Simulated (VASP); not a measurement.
# PbS (Galena) (Fm-3m) in VASP: a series of runs

The runs below take PbS (Galena) through single point, relaxation of cell and atoms, with PBE0, PBE.

Program: VASP 6.6.1. These are calculated values, not measurements. Logs are shortened: lines on timing, memory, paths and dates and some standing lists are left out, and cuts for length are marked.

### Step 1. The cell of the first run

The structure is cubic, space group Fm-3m (No. 225). Conventional cell: a = 5.974 Å, b = 5.974 Å, c = 5.974 Å, α = 90.00°, β = 90.00°, γ = 90.00°. Pb (site symmetry m-3m) has 6 S at 2.99 Å within 3.9 Å. S (site symmetry m-3m) has 6 Pb at 2.99 Å within 3.9 Å.

### Step 2. Single point, PBE0

File POSCAR:

```
PbS
1.0
    0.0000000000      2.9869521709      2.9869521709
    2.9869521709      0.0000000000      2.9869521709
    2.9869521709      2.9869521709      0.0000000000
Pb S
1 1
Direct
    0.0000000000      0.0000000000      0.0000000000
    0.5000000000      0.5000000000      0.5000000000
```

File INCAR.step1:

```
SYSTEM = PbS
PREC = Accurate
ENCUT = 520
EDIFF = 1E-5
ISMEAR = -1
SIGMA = 0.05
LREAL = .FALSE.
LASPH = .TRUE.
NELM = 100
ALGO = Normal
ISIF = 2
LWAVE = .TRUE.
LCHARG = .FALSE.
NBANDS = 17
GGA = PE
```

File INCAR.step2:

```
SYSTEM = PbS
PREC = Accurate
ENCUT = 520
EDIFF = 1E-7
ISMEAR = -1
SIGMA = 0.05
LREAL = .FALSE.
LASPH = .TRUE.
NELM = 100
ALGO = Normal
ISIF = 2
LWAVE = .FALSE.
LCHARG = .FALSE.
GGA = PE
LHFCALC = .TRUE.
AEXX = 0.25
PRECFOCK = Normal
NBANDS = 17
ISTART = 1
```

File KPOINTS:

```
regular mesh
0
G
  4 4 4
  0 0 0
```

Potentials or basis: VASP PAW PBE potentials, release 64 (Pb_d, S).

Run with:

```sh
$ cat potpaw_PBE.64/Pb_d/POTCAR potpaw_PBE.64/S/POTCAR > POTCAR
$ cp INCAR.step1 INCAR
$ mpirun -np 1 vasp_std > vasp.out
$ cp INCAR.step2 INCAR
$ mpirun -np 1 vasp_std > vasp.out
```

OUTCAR:

```text
SYSTEM = PbS
   PREC = Accurate
   ENCUT = 520
   EDIFF = 1E-7
   ISMEAR = -1
   LREAL = .FALSE.
   LASPH = .TRUE.
   NELM = 100
   ISIF = 2
   GGA = PE
   LHFCALC = .TRUE.
   AEXX = 0.25
   PRECFOCK = Normal
   ISTART = 1

 ion  position               nearest neighbor table
   1  0.000  0.000  0.000-   2 2.99   2 2.99   2 2.99   2 2.99   2 2.99   2 2.99
   2  0.500  0.500  0.500-   1 2.99   1 2.99   1 2.99   1 2.99   1 2.99   1 2.99

  LATTYP: Found a face centered cubic cell.
 ALAT       =     5.9739043418

  Lattice vectors:

 A1 = (   0.0000000000,   2.9869521709,   2.9869521709)
 A2 = (   2.9869521709,   0.0000000000,   2.9869521709)
 A3 = (   2.9869521709,   2.9869521709,   0.0000000000)

Analysis of symmetry for initial positions (statically):
=====================================================================
 Subroutine PRICEL returns:
 Original cell was already a primitive cell.

 Routine SETGRP: Setting up the symmetry group for a
 face centered cubic supercell.

 Subroutine GETGRP returns: Found 48 space group operations
[... 9 lines left out ...]

 Routine SETGRP: Setting up the symmetry group for a
 face centered cubic supercell.

 Subroutine GETGRP returns: Found 48 space group operations
[... 11 lines left out ...]
                                     Primitive cell

  volume of cell :      53.2985

  direct lattice vectors                    reciprocal lattice vectors
     0.000000000  2.986952171  2.986952171    -0.167394713  0.167394713  0.167394713
     2.986952171  0.000000000  2.986952171     0.167394713 -0.167394713  0.167394713
     2.986952171  2.986952171  0.000000000     0.167394713  0.167394713 -0.167394713

  length of vectors
     4.224188270  4.224188270  4.224188270     0.289936147  0.289936147  0.289936147

  position of ions in fractional coordinates (direct lattice)
     0.000000000  0.000000000  0.000000000
     0.500000000  0.500000000  0.500000000

  ion indices of the primitive-cell ions
   primitive index   ion index
                 1           1
                 2           2

----------------------------------------------------------------------------------------

 KPOINTS: regular mesh

Automatic generation of k-mesh.
 Grid dimensions read from file:
 generate k-points for:    4    4    4

 Generating k-lattice:

  Cartesian coordinates                     Fractional coordinates (reciprocal lattice)
    -0.041848678  0.041848678  0.041848678     0.250000000  0.000000000  0.000000000
     0.041848678 -0.041848678  0.041848678     0.000000000  0.250000000  0.000000000
     0.041848678  0.041848678 -0.041848678     0.000000000  0.000000000  0.250000000

  Length of vectors
     0.072484037  0.072484037  0.072484037

  Shift w.r.t. Gamma in fractional coordinates (k-lattice)
     0.000000000  0.000000000  0.000000000

 Subroutine IBZKPT returns following result:
 ===========================================

 Found      8 irreducible k-points:

 Following reciprocal coordinates:
            Coordinates               Weight
  0.000000  0.000000  0.000000      1.000000
  0.250000  0.000000  0.000000      8.000000
  0.500000  0.000000  0.000000      4.000000
  0.250000  0.250000  0.000000      6.000000
  0.500000  0.250000  0.000000     24.000000
 -0.250000  0.250000  0.000000     12.000000
  0.500000  0.500000  0.000000      3.000000
 -0.250000  0.500000  0.250000      6.000000
   k-points           NKPTS =      8   k-points in BZ     NKDIM =     64   number of bands    NBANDS=     17
   number of dos      NEDOS =    301   number of ions     NIONS =      2
   total plane-waves  NPLWV =  32768
   dimension x,y,z NGX =    32 NGY =   32 NGZ =   32
   dimension x,y,z NGXF=    64 NGYF=   64 NGZF=   64
   ions per type =               1   1
   NGX,Y,Z   is equivalent  to a cutoff of  12.59, 12.59, 12.59 a.u.
   NGXF,Y,Z  is equivalent  to a cutoff of  25.19, 25.19, 25.19 a.u.
 SYSTEM =  PbS
   PREC   = accura    normal or accurate (medium, high low for compatibility)
   ISTART =      1    job   : 0-new  1-cont  2-samecut
   ICHARG =      0    charge: 1-file 2-atom 10-const
   ISPIN  =      1    spin polarized calculation?
   LNONCOLLINEAR =      F non collinear calculations
   LSORBIT =      F    spin-orbit coupling
   LASPH  =      T    aspherical Exc in radial PAW
   ENCUT  =  520.0 eV  38.22 Ry    6.18 a.u.   7.85  7.85  7.85*2*pi/ulx,y,z
   NELM   =    100;   NELMIN=  2; NELMDL=  0     # of ELM steps
   EDIFF  = 0.1E-06   stopping-criterion for ELM
   LREAL  =      F    real-space projection
   EDIFFG = 0.1E-05   stopping-criterion for IOM
   NSW    =      0    number of steps for IOM
   IBRION =     -1    ionic relax: 0-MD 1-quasi-New 2-CG
   NFREE  =      0    steps in history (QN), initial steepest desc. (CG)
   ISIF   =      2    stress and relaxation
   ISYM   =      3    0-nonsym 1-usesym 2-fastsym
   POTIM  = 0.5000    time-step for ionic-motion
   TEBEG  =    0.0;   TEEND  =   0.0 temperature during run
   PSTRESS=    0.0 pullay stress
   NELECT =      20.0000    total number of electrons
   NUPDOWN=      -1.0000    fix difference up-down
   EMIN   =  10.00;   EMAX   =-10.00  energy-range for DOS
   EFERMI =   0.00;   METHOD = LEGACY
   ISMEAR =    -1;   SIGMA  =   0.05  broadening in eV -4-tet -1-fermi 0-gaus
   EFERMI_NEDOS =   21; number of points for ismear=-14 and -15
   IALGO  =     38    algorithm
   IMIX   =      1    mixing-type and parameters
     AMIX     =   0.40;   BMIX     =  1.00
     AMIX_MAG =   1.60;   BMIX_MAG =  1.00
  volume/ion in A,a.u.               =      26.65       179.84
  Fermi-wavevector in a.u.,A,eV,Ry     =   1.180810  2.231407 18.970759  1.394311
  Thomas-Fermi vector in A             =   2.317095
   LORBIT       =      0    0 simple, 1 ext, 2 COOP (PROOUT), +10 PAW based schemes
   GGA     = PE    functional components
   LHFCALC =     T    Hartree Fock is set to
   PRECFOCK=normal    Normal, Fast or Accurate (Low or Medium for compatibility)
   ENCUT4O =  -1.0   cutoff for four orbital integrals eV
   NKREDX  =     1    reduce k-point grid by
   NKREDY  =     1    reduce k-point grid by
   NKREDZ  =     1    reduce k-point grid by
   AEXX    =    0.2500 exact exchange contribution
   HFSCREEN=    0.0000 screening length (either q_TF or 0.3 A-1)
   HFSCREENC=   0.0000 screening length for correlation (either q_TF or 0.3 A-1)
   ENCUTFOCK=  -1.0 apply spherical cutoff to Coloumb kernel
   IVDW    =     0    specifies the selected vdW correction
   LEPSILON=     F    determine dielectric tensor
   LRPA    =     F    only Hartree local field effects (RPA)
 non-spin polarized calculation
  energy-cutoff  :      520.00
  volume of cell :       53.30
 maximum number of plane-waves:      1459
  NGX = 24; NGY = 24; NGZ = 24

 number of electron      20.0000001 magnetization

 Free energy of the ion-electron system (eV)
  ---------------------------------------------------
  ext. energy  EPLUGINS =         0.00000000
  ---------------------------------------------------
  free energy    TOTEN  =       -11.45708552 eV

  energy without entropy =      -11.45708549  energy(sigma->0) =      -11.45708550

 E-fermi :   5.6595     XC(G=0):  -7.5818

 val. band max:        4.8776403703   @ k =   0.5000   0.0000   0.0000
 cond. band min:       6.4413402265   @ k =   0.5000   0.0000   0.0000
 fundamental gap:      1.5636998562
 Fermi energy:         5.6595127315

 k-point     1 :       0.0000    0.0000    0.0000
  band No.  band energies     occupation
      1     -13.7141      2.00000
      2     -13.7141      2.00000
      3     -13.7141      2.00000
      4     -13.7099      2.00000
      5     -13.7099      2.00000
      6     -10.1145      2.00000
      7      -1.6000      2.00000
      8       2.4315      2.00000
      9       2.4315      2.00000
     10       2.4315      2.00000
     11      11.6170      0.00000
     12      11.6170      0.00000
     13      11.6170      0.00000
     14      13.1029      0.00000
     15      13.1029      0.00000
     16      13.1029      0.00000
     17      14.9858      0.00000

 k-point     2 :       0.2500    0.0000    0.0000
  band No.  band energies     occupation
      1     -13.7272      2.00000
      2     -13.7272      2.00000
      3     -13.7126      2.00000
      4     -13.6925      2.00000
      5     -13.6925      2.00000
      6      -9.5933      2.00000
      7      -3.2113      2.00000
      8       2.6043      2.00000
      9       2.6043      2.00000
     10       3.6457      2.00000
     11       8.5068      0.00000
     12       9.4624      0.00000
     13       9.4624      0.00000
     14      13.1903      0.00000
     15      14.4059      0.00000
     16      14.4059      0.00000
     17      18.3057      0.00000

 k-point     3 :       0.5000    0.0000    0.0000
  band No.  band energies     occupation
      1     -13.7435      2.00000
      2     -13.7435      2.00000
      3     -13.7121      2.00000
      4     -13.6718      2.00000
      5     -13.6718      2.00000
      6      -8.8483      2.00000
      7      -4.7048      2.00000
      8       2.8335      2.00000
      9       2.8335      2.00000
     10       4.8776      2.00000
     11       6.4413      0.00000
     12       8.1339      0.00000
     13       8.1339      0.00000
     14      15.0396      0.00000
     15      16.7785      0.00000
     16      16.7785      0.00000
     17      17.0893      0.00000

 k-point     4 :       0.2500    0.2500    0.0000
  band No.  band energies     occupation
      1     -13.7702      2.00000
      2     -13.7258      2.00000
      3     -13.6981      2.00000
      4     -13.6871      2.00000
      5     -13.6871      2.00000
      6      -9.3967      2.00000
      7      -2.9380      2.00000
      8       1.7209      2.00000
      9       1.7209      2.00000
     10       3.0106      2.00000
     11       8.5955      0.00000
     12      10.9853      0.00000
     13      11.3158      0.00000
     14      11.3158      0.00000
     15      16.3737      0.00000
     16      16.5513      0.00000
     17      16.5569      0.00000

 k-point     5 :       0.5000    0.2500    0.0000
  band No.  band energies     occupation
      1     -13.8009      2.00000
      2     -13.7159      2.00000
      3     -13.7132      2.00000
      4     -13.6790      2.00000
      5     -13.6671      2.00000
      6      -8.6402      2.00000
      7      -3.9596      2.00000
      8       0.7463      2.00000
      9       1.7869      2.00000
     10       2.4927      2.00000
     11       9.0554      0.00000
     12      10.1008      0.00000
     13      10.6128      0.00000
     14      12.6541      0.00000
     15      17.1041      0.00000
     16      17.4132      0.00000
     17      18.0497      0.00000

 k-point     6 :      -0.2500    0.2500    0.0000
  band No.  band energies     occupation
      1     -13.7586      2.00000
      2     -13.7300      2.00000
      3     -13.7014      2.00000
      4     -13.6869      2.00000
      5     -13.6848      2.00000
      6      -8.9073      2.00000
      7      -3.9914      2.00000
      8       0.7777      2.00000
      9       2.7194      2.00000
     10       4.0344      2.00000
     11       7.5356      0.00000
     12       8.6253      0.00000
     13      10.5949      0.00000
     14      14.7767      0.00000
     15      15.1557      0.00000
     16      16.3455      0.00000
     17      17.2651      0.00000

 k-point     7 :       0.5000    0.5000    0.0000
  band No.  band energies     occupation
      1     -13.8651      2.00000
      2     -13.7375      2.00000
      3     -13.6864      2.00000
      4     -13.6585      2.00000
      5     -13.6585      2.00000
      6      -8.3965      2.00000
      7      -2.8353      2.00000
      8      -0.8410      2.00000
      9       1.0654      2.00000
     10       1.0654      2.00000
     11      10.0523      0.00000
     12      12.0426      0.00000
     13      12.1384      0.00000
     14      12.1384      0.00000
     15      17.8397      0.00000
     16      18.9746      0.00000
     17      19.0335      0.00000

 k-point     8 :      -0.2500    0.5000    0.2500
  band No.  band energies     occupation
      1     -13.8212      2.00000
      2     -13.7121      2.00000
      3     -13.6993      2.00000
      4     -13.6993      2.00000
      5     -13.6585      2.00000
      6      -8.3639      2.00000
      7      -3.6708      2.00000
      8      -0.0016      2.00000
      9      -0.0016      2.00000
     10       3.7154      2.00000
     11       8.3724      0.00000
     12      11.0340      0.00000
     13      11.0340      0.00000
     14      14.6281      0.00000
     15      14.6281      0.00000
     16      18.6193      0.00000
     17      19.0296      0.00000

------------------------ aborting loop because EDIFF is reached ----------------------------------------

  FORCE on cell =-STRESS in cart. coord.  units (eV):
  Direction    XX          YY          ZZ          XY          YZ          ZX
  --------------------------------------------------------------------------------------
  -------------------------------------------------------------------------------------
  Total       -0.0910145     -0.0910145     -0.0910145     -0.0000000     -0.0000000      0.0000000
  in kB       -2.7359388     -2.7359388     -2.7359388     -0.0000000     -0.0000000      0.0000000
  external PRESSURE =      -2.7359388 kB  Pullay stress =       0.0000000 kB

 VOLUME and BASIS-vectors are now :
 -----------------------------------------------------------------------------
  energy-cutoff  :      520.00
  volume of cell :       53.30
      direct lattice vectors                 reciprocal lattice vectors
     0.000000000  2.986952171  2.986952171    -0.167394713  0.167394713  0.167394713
     2.986952171  0.000000000  2.986952171     0.167394713 -0.167394713  0.167394713
     2.986952171  2.986952171  0.000000000     0.167394713  0.167394713 -0.167394713

 POSITION                                       TOTAL-FORCE (eV/Angst)
 -----------------------------------------------------------------------------------
      0.00000      0.00000      0.00000        -0.000000      0.000000     -0.000000
      2.98695      2.98695      2.98695         0.000000     -0.000000      0.000000
 -----------------------------------------------------------------------------------
    total drift:                               -0.000001      0.000000     -0.000001

  FREE ENERGIE OF THE ION-ELECTRON SYSTEM (eV)
  ---------------------------------------------------
  free  energy   TOTEN  =       -11.4570855197 eV

  energy  without entropy=      -11.4570854860  energy(sigma->0) =      -11.45708550
```

Wall time 4 min (1 thread of Intel Xeon Platinum 8488C (Sapphire Rapids), shared host); peak memory 0.18 GiB.

What came out:

```
Free energy            : -11.4571 eV
Pressure               : -0.3 GPa
Band gap on the k mesh : 1.56 eV, direct
```

Caveat: the k points lie up to 0.46 Å⁻¹ apart; the PAW data sets were made with another functional, which shifts forces and pressure a little; spin-orbit coupling is left out, which moves the levels of the heavy elements.

[end of part 1 of 2]
